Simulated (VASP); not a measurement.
# ZnCu (R3m) in VASP: further runs

Runs on ZnCu. Level: PBE. Tasks: single point.

All numbers are computed with VASP 6.6.1; they aren't measurements. Logs are shortened: lines on timing, memory, paths and dates and some standing lists are left out, and cuts for length are marked.

### Step 1. The cell of the first run

Symmetry: R3m, No. 160, trigonal system. Conventional cell: a = 4.165 Å, b = 4.165 Å, c = 5.101 Å, α = 90.00°, β = 90.00°, γ = 120.00°. Within 3.2 Å of Zn (site symmetry 3m) lie 8 Cu at 2.45 to 2.65 Å and 6 Zn at 2.94 Å. Within 3.2 Å of Cu (site symmetry 3m) lie 8 Zn at 2.45 to 2.65 Å and 6 Cu at 2.94 Å.

### Step 2. Single point, PBE

Contents of INCAR:

```
SYSTEM = ZnCu
  ALGO = Fast
  EDIFF = 1E-6
  ENCUT = 520
  GGA = PE
  ISIF = 2
  ISMEAR = 0
  LASPH = .TRUE.
  LCHARG = .FALSE.
  LREAL = .FALSE.
  LWAVE = .FALSE.
  NBANDS = 18
  NELM = 100
  PREC = Accurate
  SIGMA = 0.15
```

Contents of KPOINTS:

```
k-points
0
G
  16 16 16
  0 0 0
```

Contents of POSCAR:

```
ZnCu
1.0
    2.9450000000      0.0000000000      0.0000000000
    0.0000000000      2.9450000000      0.0000000000
    0.0000000000      0.0000000000      2.9450000000
Zn Cu
1 1
Direct
    0.5196044234      0.5196044234      0.5196044234
    0.0000000000      0.0000000000      0.0000000000
```

Potentials or basis: VASP PAW PBE potentials, release 64 (Zn, Cu).

Started as:

```console
$ cat potpaw_PBE.64/Zn/POTCAR potpaw_PBE.64/Cu/POTCAR > POTCAR
$ mpirun -np 1 vasp_std > vasp.out
```

OUTCAR:

```text
SYSTEM = ZnCu
   EDIFF = 1E-6
   ENCUT = 520
   GGA = PE
   ISIF = 2
   ISMEAR = 0
   LASPH = .TRUE.
   LREAL = .FALSE.
   NELM = 100
   PREC = Accurate

 ion  position               nearest neighbor table
   1  0.520  0.520  0.520-   2 2.45   2 2.52   2 2.52   2 2.52   2 2.59   2 2.59   2 2.59   2 2.65

   2  0.000  0.000  0.000-   1 2.45   1 2.52   1 2.52   1 2.52   1 2.59   1 2.59   1 2.59   1 2.65

  LATTYP: Found a simple cubic cell.
 ALAT       =     2.9450000000

  Lattice vectors:

 A1 = (   2.9450000000,   0.0000000000,   0.0000000000)
 A2 = (   0.0000000000,   2.9450000000,   0.0000000000)
 A3 = (   0.0000000000,   0.0000000000,   2.9450000000)

Analysis of symmetry for initial positions (statically):
=====================================================================
 Subroutine PRICEL returns:
 Original cell was already a primitive cell.

 Routine SETGRP: Setting up the symmetry group for a
 simple cubic supercell.

 Subroutine GETGRP returns: Found  6 space group operations
 (whereof  6 operations were pure point group operations)
 out of a pool of 48 trial point group operations.

The static configuration has the point symmetry C_3v.

Analysis of symmetry for dynamics (positions and initial velocities):
=====================================================================
 Subroutine PRICEL returns:
 Original cell was already a primitive cell.

 Routine SETGRP: Setting up the symmetry group for a
 simple cubic supercell.

 Subroutine GETGRP returns: Found  6 space group operations
 (whereof  6 operations were pure point group operations)
 out of a pool of 48 trial point group operations.

The dynamic configuration has the point symmetry C_3v.

 Subroutine INISYM returns: Found  6 space group operations
 (whereof  6 operations are pure point group operations),
 and found     1 'primitive' translations

----------------------------------------------------------------------------------------

                                     Primitive cell

  volume of cell :      25.5421

  direct lattice vectors                    reciprocal lattice vectors
     2.945000000  0.000000000  0.000000000     0.339558574  0.000000000  0.000000000
     0.000000000  2.945000000  0.000000000     0.000000000  0.339558574  0.000000000
     0.000000000  0.000000000  2.945000000     0.000000000  0.000000000  0.339558574

  length of vectors
[... 69 lines left out ...]
   ions per type =               1   1
   NGX,Y,Z   is equivalent  to a cutoff of  13.55, 13.55, 13.55 a.u.
   NGXF,Y,Z  is equivalent  to a cutoff of  27.10, 27.10, 27.10 a.u.
 SYSTEM =  ZnCu
   PREC   = accura    normal or accurate (medium, high low for compatibility)
   ISTART =      0    job   : 0-new  1-cont  2-samecut
   ICHARG =      2    charge: 1-file 2-atom 10-const
   ISPIN  =      1    spin polarized calculation?
   LNONCOLLINEAR =      F non collinear calculations
   LSORBIT =      F    spin-orbit coupling
   LASPH  =      T    aspherical Exc in radial PAW
   ENCUT  =  520.0 eV  38.22 Ry    6.18 a.u.   5.48  5.48  5.48*2*pi/ulx,y,z
   NELM   =    100;   NELMIN=  2; NELMDL= -5     # of ELM steps
   EDIFF  = 0.1E-05   stopping-criterion for ELM
   LREAL  =      F    real-space projection
[... 7 lines left out ...]
   TEBEG  =    0.0;   TEEND  =   0.0 temperature during run
   PSTRESS=    0.0 pullay stress
   NELECT =      23.0000    total number of electrons
   NUPDOWN=      -1.0000    fix difference up-down
   EMIN   =  10.00;   EMAX   =-10.00  energy-range for DOS
   EFERMI =   0.00;   METHOD = LEGACY
   ISMEAR =     0;   SIGMA  =   0.15  broadening in eV -4-tet -1-fermi 0-gaus
   EFERMI_NEDOS =   21; number of points for ismear=-14 and -15
   IALGO  =     68    algorithm
   IMIX   =      4    mixing-type and parameters
     AMIX     =   0.40;   BMIX     =  1.00
     AMIX_MAG =   1.60;   BMIX_MAG =  1.00
  volume/ion in A,a.u.               =      12.77        86.18
  Fermi-wavevector in a.u.,A,eV,Ry     =   1.580880  2.987429 34.003415  2.499180
  Thomas-Fermi vector in A             =   2.681040
   LORBIT       =      0    0 simple, 1 ext, 2 COOP (PROOUT), +10 PAW based schemes
   GGA     = PE    functional components
   LHFCALC =     F    Hartree Fock is set to
   AEXX    =    0.0000 exact exchange contribution
   IVDW    =     0    specifies the selected vdW correction
   LEPSILON=     F    determine dielectric tensor
   LRPA    =     F    only Hartree local field effects (RPA)
 non-spin polarized calculation
 RMM-DIIS sequential band-by-band and
 Gauss-broadening in eV      SIGMA  =   0.15
  energy-cutoff  :      520.00
  volume of cell :       25.54
 maximum number of plane-waves:       715
 NGX is ok and might be reduce to    24
   NGX = 11   NGY = 11   NGZ = 11

 number of electron      23.0000001 magnetization

 Free energy of the ion-electron system (eV)
  ---------------------------------------------------
  ext. energy  EPLUGINS =         0.00000000
  ---------------------------------------------------
  free energy    TOTEN  =        -4.98501003 eV

  energy without entropy =       -4.97830162  energy(sigma->0) =       -4.98165582

 E-fermi :   5.5345     XC(G=0): -12.3992

 val. band max:        5.5336250142   @ k =   0.5000   0.4375   0.2500
 cond. band min:       5.5359826855   @ k =  -0.4375   0.5000   0.2500
 fundamental gap:      0.0023576713
 Fermi energy:         5.5344692403

 k-point     1 :       0.0000    0.0000    0.0000
  band No.  band energies     occupation
      1      -4.7972      2.00000
      2      -2.3134      2.00000
      3      -2.3134      2.00000
      4      -1.6259      2.00000
      5      -1.6137      2.00000
      6      -1.6137      2.00000
[... 481 lines left out ...]
      5      -1.5529      2.00000
      6      -0.4670      2.00000
[... 10 lines left out ...]
     17      19.4152      0.00000
     18      20.4127      0.00000

 [... further k-points ...]
[... 5 lines left out ...]
  --------------------------------------------------------------------------------------
  -------------------------------------------------------------------------------------
  Total        0.5777927      0.5777927      0.5777927      0.0633296      0.0633296      0.0633296
  in kB       36.2432138     36.2432138     36.2432138      3.9724768      3.9724768      3.9724768
  external PRESSURE =      36.2432138 kB  Pullay stress =       0.0000000 kB

 VOLUME and BASIS-vectors are now :
 -----------------------------------------------------------------------------
  energy-cutoff  :      520.00
  volume of cell :       25.54
      direct lattice vectors                 reciprocal lattice vectors
     2.945000000  0.000000000  0.000000000     0.339558574  0.000000000  0.000000000
     0.000000000  2.945000000  0.000000000     0.000000000  0.339558574  0.000000000
     0.000000000  0.000000000  2.945000000     0.000000000  0.000000000  0.339558574

 POSITION                                       TOTAL-FORCE (eV/Angst)
 -----------------------------------------------------------------------------------
      1.53024      1.53024      1.53024        -0.289357     -0.289357     -0.289357
      0.00000      0.00000      0.00000         0.289357      0.289357      0.289357
 -----------------------------------------------------------------------------------
    total drift:                                0.000500      0.000500      0.000486

  FREE ENERGIE OF THE ION-ELECTRON SYSTEM (eV)
  ---------------------------------------------------
  free  energy   TOTEN  =        -4.9850100257 eV

  energy  without entropy=       -4.9783016174  energy(sigma->0) =       -4.98165582
```

It took 54 s on 1 thread of Intel Xeon 6975P-C (Granite Rapids), shared host; peak memory 0.3 GiB.

Results:

- Free energy: -4.9850 eV
- Pressure: 3.6 GPa
- Largest force: 0.501 eV/Å
- Band gap on the k mesh: zero (an odd number of electrons rules out a gap without spin polarisation)

Forces on the atoms (eV/Å):
```
Zn  -0.289 -0.289 -0.289
Cu   0.289  0.289  0.289
```

Levels at points of the mesh, in eV from the Fermi level:
```
           k point  band 9  band 10  band 11  band 12  band 13  band 14  band 15  band 16
(0.00, 0.00, 0.00)   -2.74    -2.74    -2.74     6.25     6.26     6.26    11.25    11.25
(0.50, 0.00, 0.00)   -3.28    -3.28    -2.81    -2.01    11.63    11.64    12.37    12.39
(0.50, 0.50, 0.00)   -2.89    -2.50    -1.88    -1.87     1.76     2.11    13.96    15.54
(0.50, 0.50, 0.50)   -2.48    -2.48     3.81     4.06     4.21     4.21     4.66     4.66
```

Caveat: the cell differs from its parent crystal (all Zn atoms moved -0.100 Å, as atom 1 towards its neighbour atom 2 (Cu) at 2.550 Å); the cell stands under pressure.

### Step 3. Single point, PBE

Contents of INCAR:

```
ALGO     = Fast           # electronic algorithm
EDIFF    = 1E-7           # SCF threshold, eV
ENCUT    = 520            # plane-wave cutoff, eV
GGA      = PE             # functional
ISIF     = 2              # what is computed and relaxed
ISMEAR   = 0              # smearing method
LASPH    = T              # aspherical terms in the spheres
LCHARG   = T              # write CHGCAR
LELF     = T              # ELF
LREAL    = F              # projectors in reciprocal space
LVHAR    = T            
LWAVE    = F              # write WAVECAR
NBANDS   = 18             # bands
NELM     = 100            # most SCF steps
PREC     = Accurate       # precision mode
SIGMA    = 0.15           # smearing width, eV
```

Contents of KPOINTS:

```
k-points
0
Gamma
  16 16 16
```

POSCAR, as its differences from that of step 2:

```diff
@@ -8,3 +8,3 @@
 Direct
-    0.5196044234      0.5196044234      0.5196044234
+    0.4852966824      0.4852966824      0.4852966824
     0.0000000000      0.0000000000      0.0000000000
```

Potentials or basis: VASP PAW PBE potentials, release 64 (Zn, Cu).

Started as:

```console
$ cat potpaw_PBE.64/Zn/POTCAR potpaw_PBE.64/Cu/POTCAR > POTCAR
$ mpirun -np 1 vasp_std > vasp.out
```

Run time: 66 s. Hardware: 1 thread of Intel Xeon 6975P-C (Granite Rapids), shared host; peak memory 0.3 GiB.

Results (log left out):

```yaml
Free_energy: -4.9959 eV
Pressure: 3.3 GPa
Largest_force: 0.371 eV/Å
Band_gap_on_the_k_mesh: zero (an odd number of electrons rules out a gap without spin polarisation)
```

Forces on the atoms (eV/Å):
```
Zn   0.214  0.214  0.214
Cu  -0.214 -0.214 -0.214
```

Stress tensor (GPa, compression positive):
```
3.27 0.22 0.22
0.22 3.27 0.22
0.22 0.22 3.27
```

Levels at points of the mesh, in eV from the Fermi level:
| k point | band 9 | band 10 | band 11 | band 12 | band 13 | band 14 | band 15 | band 16 |
| --- | --- | --- | --- | --- | --- | --- | --- | --- |
| (0.00, 0.00, 0.00) | -2.74 | -2.74 | -2.74 | 6.24 | 6.25 | 6.25 | 11.25 | 11.25 |
| (0.50, 0.00, 0.00) | -3.28 | -3.28 | -2.81 | -2.01 | 11.67 | 11.67 | 12.36 | 12.37 |
| (0.50, 0.50, 0.00) | -2.89 | -2.50 | -1.88 | -1.88 | 1.76 | 2.11 | 13.95 | 15.54 |
| (0.50, 0.50, 0.50) | -2.48 | -2.48 | 3.84 | 4.12 | 4.25 | 4.25 | 4.61 | 4.61 |

Caveat: the cell differs from its parent crystal (all Zn atoms moved +0.075 Å, as atom 1 towards its neighbour atom 2 (Cu) at 2.550 Å); the cell stands under pressure.

### Step 4. Single point, PBE

Contents of INCAR:

```
SYSTEM = ZnCu
PREC = Accurate ; ENCUT = 520
EDIFF = 1E-6 ; ISMEAR = 0
SIGMA = 0.15 ; LREAL = .False.
LASPH = .True. ; NELM = 100
ALGO = Fast ; ISIF = 2
LWAVE = .False. ; LCHARG = .False.
GGA = PE ; NBANDS = 18
```

Contents of KPOINTS:

```
Automatic mesh
0
Gamma
  16 16 16
  0 0 0
```

POSCAR, as its differences from that of step 3:

```diff
@@ -8,3 +8,3 @@
 Direct
-    0.4852966824      0.4852966824      0.4852966824
+    0.5098022117      0.5098022117      0.5098022117
     0.0000000000      0.0000000000      0.0000000000
```

Potentials or basis: VASP PAW PBE potentials, release 64 (Zn, Cu).

Started as:

```console
$ cat potpaw_PBE.64/Zn/POTCAR potpaw_PBE.64/Cu/POTCAR > POTCAR
$ mpirun -np 1 vasp_std > vasp.out
```

OUTCAR:

```text
SYSTEM = ZnCu
   PREC = Accurate
   ENCUT = 520
   EDIFF = 1E-6
   ISMEAR = 0
   LREAL = .False.
   LASPH = .True.
   NELM = 100
   ISIF = 2
   GGA = PE

 ion  position               nearest neighbor table
   1  0.510  0.510  0.510-   2 2.50   2 2.53   2 2.53   2 2.53   2 2.57   2 2.57   2 2.57   2 2.60

   2  0.000  0.000  0.000-   1 2.50   1 2.53   1 2.53   1 2.53   1 2.57   1 2.57   1 2.57   1 2.60

  LATTYP: Found a simple cubic cell.
 ALAT       =     2.9450000000

  Lattice vectors:

 A1 = (   2.9450000000,   0.0000000000,   0.0000000000)
 A2 = (   0.0000000000,   2.9450000000,   0.0000000000)
 A3 = (   0.0000000000,   0.0000000000,   2.9450000000)

Analysis of symmetry for initial positions (statically):
=====================================================================
 Subroutine PRICEL returns:
 Original cell was already a primitive cell.

 Routine SETGRP: Setting up the symmetry group for a
 simple cubic supercell.

 Subroutine GETGRP returns: Found  6 space group operations
 (whereof  6 operations were pure point group operations)
 out of a pool of 48 trial point group operations.

[... 158 lines left out ...]
  ext. energy  EPLUGINS =         0.00000000
  ---------------------------------------------------
  free energy    TOTEN  =        -5.00358057 eV

  energy without entropy =       -4.99690295  energy(sigma->0) =       -5.00024176

 E-fermi :   5.5375     XC(G=0): -12.4012

 val. band max:        5.5365166266   @ k =   0.4375   0.4375   0.3125
 cond. band min:       5.5384493179   @ k =  -0.4375   0.4375   0.3125
 fundamental gap:      0.0019326913
 Fermi energy:         5.5374909219

 k-point     1 :       0.0000    0.0000    0.0000
  band No.  band energies     occupation
      1      -4.7968      2.00000
      2      -2.3096      2.00000
      3      -2.3096      2.00000
      4      -1.6163      2.00000
      5      -1.6132      2.00000
      6      -1.6132      2.00000
[... 481 lines left out ...]
      5      -1.5463      2.00000
      6      -0.4644      2.00000
[... 10 lines left out ...]
     17      19.3944      0.00000
     18      20.3874      0.00000

 [... further k-points ...]
[... 5 lines left out ...]
  --------------------------------------------------------------------------------------
  -------------------------------------------------------------------------------------
  Total        0.5408645      0.5408645      0.5408645      0.0156582      0.0156582      0.0156582
  in kB       33.9268232     33.9268232     33.9268232      0.9821913      0.9821913      0.9821913
  external PRESSURE =      33.9268232 kB  Pullay stress =       0.0000000 kB

 VOLUME and BASIS-vectors are now :
 -----------------------------------------------------------------------------
  energy-cutoff  :      520.00
  volume of cell :       25.54
      direct lattice vectors                 reciprocal lattice vectors
     2.945000000  0.000000000  0.000000000     0.339558574  0.000000000  0.000000000
     0.000000000  2.945000000  0.000000000     0.000000000  0.339558574  0.000000000
     0.000000000  0.000000000  2.945000000     0.000000000  0.000000000  0.339558574

 POSITION                                       TOTAL-FORCE (eV/Angst)
 -----------------------------------------------------------------------------------
      1.50137      1.50137      1.50137        -0.141759     -0.141759     -0.141759
      0.00000      0.00000      0.00000         0.141759      0.141759      0.141759
 -----------------------------------------------------------------------------------
    total drift:                                0.000572      0.000572      0.000578

  FREE ENERGIE OF THE ION-ELECTRON SYSTEM (eV)
  ---------------------------------------------------
  free  energy   TOTEN  =        -5.0035805699 eV

  energy  without entropy=       -4.9969029525  energy(sigma->0) =       -5.00024176
```

stdout:

```text
POSCAR found type information on POSCAR ZnCu
 POSCAR found :  2 types and       2 ions
 scaLAPACK will be used
 LDA part: xc-table for (Slater+PW92), standard interpolation
 POSCAR, INCAR and KPOINTS ok, starting setup
 FFT: planning ... GRIDC
 FFT: planning ... GRID_SOFT
 FFT: planning ... GRID
 WAVECAR not read
 entering main loop
WARNING in EDDRMM: call to ZHEGV failed, returncode =   8  4     17
```

It took 57 s on 1 thread of Intel Xeon 6975P-C (Granite Rapids), shared host; peak memory 0.3 GiB.

What came out:

```
Free energy            : -5.0036 eV
Pressure               : 3.4 GPa
Largest force          : 0.246 eV/Å
Band gap on the k mesh : zero (an odd number of electrons rules out a gap without spin polarisation)
```

Forces in eV/Å, atoms in the order of the input:
```
Zn  -0.142 -0.142 -0.142
Cu   0.142  0.142  0.142
```

Stress tensor (GPa, compression positive):
```
3.39 0.10 0.10
0.10 3.39 0.10
0.10 0.10 3.39
```

Levels at points of the mesh, in eV from the Fermi level:
```
           k point  band 9  band 10  band 11  band 12  band 13  band 14  band 15  band 16
(0.00, 0.00, 0.00)   -2.74    -2.74    -2.74     6.24     6.24     6.24    11.26    11.26
(0.50, 0.00, 0.00)   -3.28    -3.28    -2.81    -2.01    11.69    11.69    12.35    12.36
(0.50, 0.50, 0.00)   -2.89    -2.50    -1.88    -1.88     1.76     2.11    13.94    15.53
(0.50, 0.50, 0.50)   -2.48    -2.48     3.85     4.21     4.29     4.29     4.57     4.57
```

Caveat: the cell differs from its parent crystal (all Zn atoms moved -0.050 Å, as atom 1 towards its neighbour atom 2 (Cu) at 2.550 Å); the cell stands under pressure.

### Step 5. Single point, PBE

Contents of INCAR:

```
SYSTEM = ZnCu
PREC = Accurate
ENCUT = 520
EDIFF = 1E-6
ISMEAR = 0
SIGMA = 0.15
LREAL = .False.
LASPH = .True.
NELM = 100
ALGO = Fast
ISIF = 2
LWAVE = .False.
LCHARG = .False.
GGA = PE
NBANDS = 18
```

Contents of KPOINTS:

```
regular mesh
0
Gamma
  16 16 16
  0 0 0
```

POSCAR, as its differences from that of step 4:

```diff
@@ -8,3 +8,3 @@
 Direct
-    0.5098022117      0.5098022117      0.5098022117
+    0.4950988941      0.4950988941      0.4950988941
     0.0000000000      0.0000000000      0.0000000000
```

Started as:

```console
$ cat potpaw_PBE.64/Zn/POTCAR potpaw_PBE.64/Cu/POTCAR > POTCAR
$ mpirun -np 1 vasp_std > vasp.out
```

Wall time 58 s (1 thread of Intel Xeon 6975P-C (Granite Rapids), shared host); peak memory 0.3 GiB.

Results (log left out):

| Property | Result |
| --- | --- |
| Free energy | -5.0082 eV |
| Pressure | 3.2 GPa |
| Largest force | 0.122 eV/Å |
| Band gap on the k mesh | zero (an odd number of electrons rules out a gap without spin polarisation) |

Forces in eV/Å, atoms in the order of the input:
```
Zn   0.071  0.071  0.071
Cu  -0.071 -0.071 -0.071
```

Levels at points of the mesh, in eV from the Fermi level:
```
           k point  band 9  band 10  band 11  band 12  band 13  band 14  band 15  band 16
(0.00, 0.00, 0.00)   -2.74    -2.74    -2.74     6.23     6.24     6.24    11.26    11.26
(0.50, 0.00, 0.00)   -3.28    -3.28    -2.81    -2.01    11.71    11.71    12.35    12.35
(0.50, 0.50, 0.00)   -2.89    -2.50    -1.88    -1.88     1.76     2.11    13.94    15.53
(0.50, 0.50, 0.50)   -2.48    -2.48     3.86     4.29     4.33     4.33     4.53     4.53
```

Caveat: the cell differs from its parent crystal (all Zn atoms moved +0.025 Å, as atom 1 towards its neighbour atom 2 (Cu) at 2.550 Å); the cell stands under pressure.

### Step 6. Summary

```csv
cell,further INCAR settings,gap on the mesh (eV),pressure (GPa),largest force (eV/Å)
"as given, atomic positions A",ALGO = Fast; EDIFF = 1e-06; NBANDS = 18,none,3.6,0.50
"as given, atomic positions B",ALGO = Fast; EDIFF = 1e-07; NBANDS = 18,none,3.3,0.37
"as given, atomic positions C",ALGO = Fast; EDIFF = 1e-06; NBANDS = 18,none,3.4,0.25
"as given, atomic positions D",ALGO = Fast; EDIFF = 1e-06; NBANDS = 18,none,3.2,0.12
```

Alike in all rows: task single point; level PBE; potentials or basis VASP PAW PBE potentials, release 64 (Zn, Cu); no spin polarisation; k mesh 16 × 16 × 16; cutoff (eV) 520; smearing gaussian 0.15 eV.

Caveats: the cell stands under pressure.

Absolute energies hang on the potentials; compare differences alone.

The gap in the log of VASP goes by the Fermi energy; the results here count the filled bands.